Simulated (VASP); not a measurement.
# Fe (P6_3/mmc) in VASP: further runs

The runs below take Fe through single point, with PBEsol.

Everything below comes from runs of VASP 6.6.1. Logs are shortened: lines on timing, memory, paths and dates and some standing lists are left out, and cuts for length are marked.

## 1. The cell of the first run

Symmetry: P6_3/mmc, No. 194, hexagonal system. Conventional cell: a = 2.347 Å, b = 2.347 Å, c = 3.797 Å, α = 90.00°, β = 90.00°, γ = 120.00°. Within 3.1 Å of Fe (site symmetry -6m2) lie 12 Fe at 2.33 to 2.35 Å.

This isn't the form of Fe at room conditions, which is bcc.

## 2. Single point, PBEsol, collinear spin, ferromagnetic start

File INCAR:

```
SYSTEM = Fe
  PREC = Accurate
  ENCUT = 520
  EDIFF = 1E-7
  ISMEAR = -1
  SIGMA = 0.1
  LREAL = .False.
  LASPH = .True.
  NELM = 150
  ALGO = Normal
  ISIF = 2
  LWAVE = .False.
  LCHARG = .False.
  ISPIN = 2
  MAGMOM = 1 1
  LORBIT = 11
  NUPDOWN = 2.0
  LMAXMIX = 4
  GGA = PS
  NBANDS = 19
```

File KPOINTS:

```
Automatic mesh
0
Gamma
  14 14 8
  0 0 0
```

File POSCAR:

```
Fe
1.0
    2.3470000000      0.0000000000      0.0000000000
   -1.1735000000      2.0325616227      0.0000000000
    0.0000000000      0.0000000000      3.7970000000
Fe
2
Direct
    0.3333333333      0.6666666667      0.2500000000
    0.6666666667      0.3333333333      0.7500000000
```

Potentials or basis: VASP PAW PBE potentials, release 64 (Fe).

The run is started by

```sh
> cat potpaw_PBE.64/Fe/POTCAR > POTCAR
> mpirun -np 1 vasp_std > vasp.out
```

OUTCAR:

```text
SYSTEM = Fe
   PREC = Accurate
   ENCUT = 520
   EDIFF = 1E-7
   ISMEAR = -1
   LREAL = .False.
   LASPH = .True.
   NELM = 150
   ISIF = 2
   ISPIN = 2
   LORBIT = 11
   NUPDOWN = 2.0
   GGA = PS

 ion  position               nearest neighbor table
   1  0.333  0.667  0.250-   2 2.33   2 2.33   2 2.33   2 2.33   2 2.33   2 2.33
   2  0.667  0.333  0.750-   1 2.33   1 2.33   1 2.33   1 2.33   1 2.33   1 2.33

  LATTYP: Found a hexagonal cell.
 ALAT       =     2.3470000000
 C/A-ratio  =     1.6178099702

  Lattice vectors:

 A1 = (   2.3470000000,   0.0000000000,   0.0000000000)
 A2 = (  -1.1735000000,   2.0325616227,   0.0000000000)
 A3 = (   0.0000000000,   0.0000000000,   3.7970000000)

Analysis of symmetry for initial positions (statically):
=====================================================================
 Subroutine PRICEL returns:
 Original cell was already a primitive cell.

 Routine SETGRP: Setting up the symmetry group for a
 hexagonal supercell.

 Subroutine GETGRP returns: Found 24 space group operations
 (whereof 12 operations were pure point group operations)
 out of a pool of 24 trial point group operations.

The static configuration has the point symmetry D_3d.
 The point group associated with its full space group is D_6h.

Analysis of symmetry for dynamics (positions and initial velocities):
=====================================================================
 Subroutine PRICEL returns:
 Original cell was already a primitive cell.

 Routine SETGRP: Setting up the symmetry group for a
 hexagonal supercell.

 Subroutine GETGRP returns: Found 24 space group operations
 (whereof 12 operations were pure point group operations)
 out of a pool of 24 trial point group operations.

The dynamic configuration has the point symmetry D_3d.
 The point group associated with its full space group is D_6h.

Analysis of structural, dynamic, and magnetic symmetry:
=====================================================================
 Subroutine PRICEL returns:
 Original cell was already a primitive cell.

 Routine SETGRP: Setting up the symmetry group for a
 hexagonal supercell.

 Subroutine GETGRP returns: Found 24 space group operations
 (whereof 12 operations were pure point group operations)
 out of a pool of 24 trial point group operations.

The overall configuration has the point symmetry D_3d.
 The point group associated with its full space group is D_6h.

 Subroutine INISYM returns: Found 24 space group operations
 (whereof 12 operations are pure point group operations),
 and found     1 'primitive' translations

----------------------------------------------------------------------------------------

                                     Primitive cell

  volume of cell :      18.1133

  direct lattice vectors                    reciprocal lattice vectors
     2.347000000  0.000000000  0.000000000     0.426075841  0.245995002  0.000000000
    -1.173500000  2.032561623  0.000000000     0.000000000  0.491990004  0.000000000
     0.000000000  0.000000000  3.797000000     0.000000000  0.000000000  0.263365815

  length of vectors
     2.347000000  2.347000000  3.797000000     0.491990004  0.491990004  0.263365815

  position of ions in fractional coordinates (direct lattice)
     0.333333333  0.666666667  0.250000000
     0.666666667  0.333333333  0.750000000

  ion indices of the primitive-cell ions
   primitive index   ion index
                 1           1
                 2           2

----------------------------------------------------------------------------------------

 KPOINTS: Automatic mesh

Automatic generation of k-mesh.
 Grid dimensions read from file:
 generate k-points for:   14   14    8

 Generating k-lattice:

  Cartesian coordinates                     Fractional coordinates (reciprocal lattice)
     0.030433989  0.017571072  0.000000000     0.071428571  0.000000000  0.000000000
     0.000000000  0.035142143  0.000000000     0.000000000  0.071428571  0.000000000
     0.000000000  0.000000000  0.032920727     0.000000000  0.000000000  0.125000000

  Length of vectors
     0.035142143  0.035142143  0.032920727

  Shift w.r.t. Gamma in fractional coordinates (k-lattice)
     0.000000000  0.000000000  0.000000000

 Subroutine IBZKPT returns following result:
 ===========================================

 Found    120 irreducible k-points:

 Following reciprocal coordinates:
            Coordinates               Weight
  0.000000  0.000000  0.000000      1.000000
  0.071429 -0.000000  0.000000      6.000000
  0.142857  0.000000  0.000000      6.000000
  0.214286 -0.000000  0.000000      6.000000
  0.285714 -0.000000  0.000000      6.000000
  0.357143 -0.000000  0.000000      6.000000
[... 16 lines left out ...]
  0.285714  0.285714  0.000000      6.000000
  0.357143  0.285714  0.000000      6.000000
 [... further k-points ...]
   k-points           NKPTS =    120   k-points in BZ     NKDIM =    120   number of bands    NBANDS=     19
   number of dos      NEDOS =    301   number of ions     NIONS =      2
   total plane-waves  NPLWV =   9072
   dimension x,y,z NGX =    18 NGY =   18 NGZ =   28
   dimension x,y,z NGXF=    36 NGYF=   36 NGZF=   56
   ions per type =               2
   NGX,Y,Z   is equivalent  to a cutoff of  12.75, 12.75, 12.26 a.u.
   NGXF,Y,Z  is equivalent  to a cutoff of  25.50, 25.50, 24.52 a.u.
 SYSTEM =  Fe
   PREC   = accura    normal or accurate (medium, high low for compatibility)
   ISTART =      0    job   : 0-new  1-cont  2-samecut
   ICHARG =      2    charge: 1-file 2-atom 10-const
   ISPIN  =      2    spin polarized calculation?
   LNONCOLLINEAR =      F non collinear calculations
   LSORBIT =      F    spin-orbit coupling
   LASPH  =      T    aspherical Exc in radial PAW
   ENCUT  =  520.0 eV  38.22 Ry    6.18 a.u.   4.36  4.36  7.06*2*pi/ulx,y,z
   NELM   =    150;   NELMIN=  2; NELMDL= -5     # of ELM steps
   EDIFF  = 0.1E-06   stopping-criterion for ELM
   LREAL  =      F    real-space projection
   EDIFFG = 0.1E-05   stopping-criterion for IOM
   NSW    =      0    number of steps for IOM
   IBRION =     -1    ionic relax: 0-MD 1-quasi-New 2-CG
   NFREE  =      0    steps in history (QN), initial steepest desc. (CG)
   ISIF   =      2    stress and relaxation
   ISYM   =      2    0-nonsym 1-usesym 2-fastsym
   POTIM  = 0.5000    time-step for ionic-motion
   TEBEG  =    0.0;   TEEND  =   0.0 temperature during run
   PSTRESS=    0.0 pullay stress
   NELECT =      16.0000    total number of electrons
   NUPDOWN=       2.0000    fix difference up-down
   EMIN   =  10.00;   EMAX   =-10.00  energy-range for DOS
   EFERMI =   0.00;   METHOD = LEGACY
   ISMEAR =    -1;   SIGMA  =   0.10  broadening in eV -4-tet -1-fermi 0-gaus
   EFERMI_NEDOS =   21; number of points for ismear=-14 and -15
   IALGO  =     38    algorithm
   IMIX   =      4    mixing-type and parameters
     AMIX     =   0.40;   BMIX     =  1.00
     AMIX_MAG =   1.60;   BMIX_MAG =  1.00
  volume/ion in A,a.u.               =       9.06        61.12
  Fermi-wavevector in a.u.,A,eV,Ry     =   1.570781  2.968346 33.570383  2.467354
  Thomas-Fermi vector in A             =   2.672463
   LORBIT       =     11    0 simple, 1 ext, 2 COOP (PROOUT), +10 PAW based schemes
   GGA     = PS    functional components
   LHFCALC =     F    Hartree Fock is set to
   AEXX    =    0.0000 exact exchange contribution
   IVDW    =     0    specifies the selected vdW correction
   LEPSILON=     F    determine dielectric tensor
   LRPA    =     F    only Hartree local field effects (RPA)
 spin polarized calculation
  energy-cutoff  :      520.00
  volume of cell :       18.11
 maximum number of plane-waves:       513
 NGX is ok and might be reduce to    18
   NGX =  9   NGY =  9   NGZ = 15

 number of electron      15.9999993 magnetization       1.9999999

 Free energy of the ion-electron system (eV)
  ---------------------------------------------------
  ext. energy  EPLUGINS =         0.00000000
  ---------------------------------------------------
  free energy    TOTEN  =       -17.41726546 eV

  energy without entropy =      -17.30886915  energy(sigma->0) =      -17.36306730

 E-fermi :   7.8608     XC(G=0): -14.6421

 val. band max:        8.4655532760   @ k =   0.2143   0.2143   0.3750
 cond. band min:       7.8625551039   @ k =   0.2857   0.2143   0.5000
 fundamental gap:     -0.6029981721
 Fermi energy:         8.4760038306

 spin component 1

 k-point     1 :       0.0000    0.0000    0.0000
  band No.  band energies     occupation
      1      -1.5780      1.00000
      2       2.2245      1.00000
      3       5.8430      1.00000
      4       5.8443      1.00000
      5       5.8443      1.00000
      6       6.3527      1.00000
[... 11 lines left out ...]
     18      36.9505      0.00000
     19      37.7146      0.00000
[... 485 lines left out ...]
 k-point    24 :       0.3571    0.2857    0.0000
  band No.  band energies     occupation
      1       3.1010      1.00000
      2       3.8014      1.00000
      3       3.8288      1.00000
      4       4.2910      1.00000
      5       5.3387      1.00000
      6       5.5146      1.00000
[... 11 lines left out ...]
     18      27.2808      0.00000
     19      28.6536      0.00000

 [... further k-points ...]

 spin component 2

 k-point     1 :       0.0000    0.0000    0.0000
  band No.  band energies     occupation
      1      -1.3789      1.00000
      2       2.8091      1.00000
      3       6.7359      0.99999
      4       6.7905      0.99998
      5       6.7905      0.99998
      6       7.3335      0.99490
[... 11 lines left out ...]
     18      37.3508      0.00000
     19      38.0854      0.00000
[... 485 lines left out ...]
 k-point    24 :       0.3571    0.2857    0.0000
  band No.  band energies     occupation
      1       3.8706      1.00000
      2       4.4707      1.00000
      3       4.4852      1.00000
      4       4.8985      1.00000
      5       6.2340      1.00000
      6       6.4008      1.00000
[... 11 lines left out ...]
     18      27.6822      0.00000
     19      29.0311      0.00000

 [... further k-points ...]

------------------------ aborting loop because EDIFF is reached ----------------------------------------

  FORCE on cell =-STRESS in cart. coord.  units (eV):
  Direction    XX          YY          ZZ          XY          YZ          ZX
  --------------------------------------------------------------------------------------
  -------------------------------------------------------------------------------------
  Total        4.7888751      4.7888751      4.8516351      0.0000000     -0.0000000      0.0000000
  in kB      423.5909607    423.5909607    429.1422756      0.0000000     -0.0000000      0.0000000
  external PRESSURE =     425.4413990 kB  Pullay stress =       0.0000000 kB

 VOLUME and BASIS-vectors are now :
 -----------------------------------------------------------------------------
  energy-cutoff  :      520.00
  volume of cell :       18.11
      direct lattice vectors                 reciprocal lattice vectors
     2.347000000  0.000000000  0.000000000     0.426075841  0.245995002  0.000000000
    -1.173500000  2.032561623  0.000000000     0.000000000  0.491990004  0.000000000
     0.000000000  0.000000000  3.797000000     0.000000000  0.000000000  0.263365815

 POSITION                                       TOTAL-FORCE (eV/Angst)
 -----------------------------------------------------------------------------------
     -0.00000      1.35504      0.94925        -0.000000      0.000000      0.000000
      1.17350      0.67752      2.84775         0.000000     -0.000000      0.000000
 -----------------------------------------------------------------------------------
    total drift:                                0.000000     -0.000000     -0.000000

  FREE ENERGIE OF THE ION-ELECTRON SYSTEM (eV)
  ---------------------------------------------------
  free  energy   TOTEN  =       -17.4172654588 eV

  energy  without entropy=      -17.3088691470  energy(sigma->0) =      -17.36306730

 total charge

# of ion       s       p       d       tot
------------------------------------------
    1        0.606   0.768   6.484   7.858
    2        0.606   0.768   6.484   7.858
--------------------------------------------------
tot          1.212   1.536  12.969  15.717

 magnetization (x)

# of ion       s       p       d       tot
------------------------------------------
    1       -0.008  -0.003   0.985   0.974
    2       -0.008  -0.003   0.985   0.974
--------------------------------------------------
tot         -0.016  -0.005   1.970   1.949
```

It took 2.1 min on 1 thread of Intel Xeon 8259CL, shared host; peak memory 0.18 GiB.

What came out:

- Free energy: -17.4173 eV
- Pressure: 42.5 GPa
- Net moment: 2.00 μB per cell
- Site moments: Fe +0.97 μB
- Valence electrons inside the program's atomic spheres: Fe 7.86

Caveat: the cell stands under pressure; the PAW data sets were made with another functional, which shifts forces and pressure a little; the total moment is fixed, so each spin has its own Fermi level.

## 3. Single point, PBEsol, collinear spin, ferromagnetic start

File INCAR:

```
PREC = Accurate
ENCUT = 520
EDIFF = 1E-6
ISMEAR = -1
SIGMA = 0.1
LREAL = F
LASPH = T
NELM = 150
ALGO = Normal
ISIF = 2
LWAVE = F
LCHARG = F
ISPIN = 2
MAGMOM = 1.4 1.4
LORBIT = 11
NUPDOWN = 2.8
LMAXMIX = 4
GGA = PS
NBANDS = 19
```

File KPOINTS:

```
regular mesh
0
Gamma
  14 14 8
```

POSCAR is that of step 2.

Potentials or basis: VASP PAW PBE potentials, release 64 (Fe).

The run is started by

```sh
> cat potpaw_PBE.64/Fe/POTCAR > POTCAR
> mpirun -np 1 vasp_std > vasp.out
```

It took 1.8 min on 1 thread of AMD EPYC 7R13, shared host; peak memory 0.14 GiB.

It converged, with:

```
Free energy                                           : -17.1486 eV
Pressure                                              : 52.5 GPa
Net moment                                            : 2.80 μB per cell
Site moments                                          : Fe +1.37 μB
Valence electrons inside the program's atomic spheres : Fe 7.86
```

Stress tensor (GPa, compression positive):
```
49.39  0.00  0.00
 0.00 49.39  0.00
 0.00  0.00 58.65
```

Caveat: the cell stands under pressure; the PAW data sets were made with another functional, which shifts forces and pressure a little; the total moment is fixed, so each spin has its own Fermi level.
